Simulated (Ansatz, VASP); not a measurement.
## BaTiO3 in VASP and in Ansatz

```
Ba Ti O
1.0
     2.84826    1.64444    2.33556
    -2.84826    1.64444    2.33556
     0.00000   -3.28888    2.33556
Ba Ti O
1 1 3
Cartesian
  0.0000 0.0000 0.0010
  0.0000 0.0000 3.5968
  -1.3978 0.8070 4.5721
  0.0000 -1.6141 4.5721
  1.3978 0.8070 4.5721
```

Alike in both runs: task relaxation of cell and atoms; functional r2SCAN; k mesh 6 × 6 × 6; occupations gaussian, width 0.02 eV; no spin polarisation.

|  | VASP | Ansatz |
| --- | --- | --- |
| version | VASP 6.6.1 | Ansatz 0.2.0 |
| potentials or method | VASP PAW PBE potentials, release 64 (Ba_sv, Ti_sv, O), cutoff 600 eV | scalar-relativistic, plane waves, PAW |
| valence electrons in the cell | 40 | 40 |

```csv
,VASP,Ansatz,Ansatz less VASP
"gap on the k mesh at the Fermi level, each at its own relaxed structure (eV)",2.76,2.87,+0.110
relaxed volume (Å³/atom),13.13,13.03,-0.105
relaxed length of the cell vector where the two differ most in proportion (Å),4.034,4.024,-0.0107
```

VASP's potentials were made for PBE, not for r2SCAN.

Neither program's run includes spin-orbit coupling.
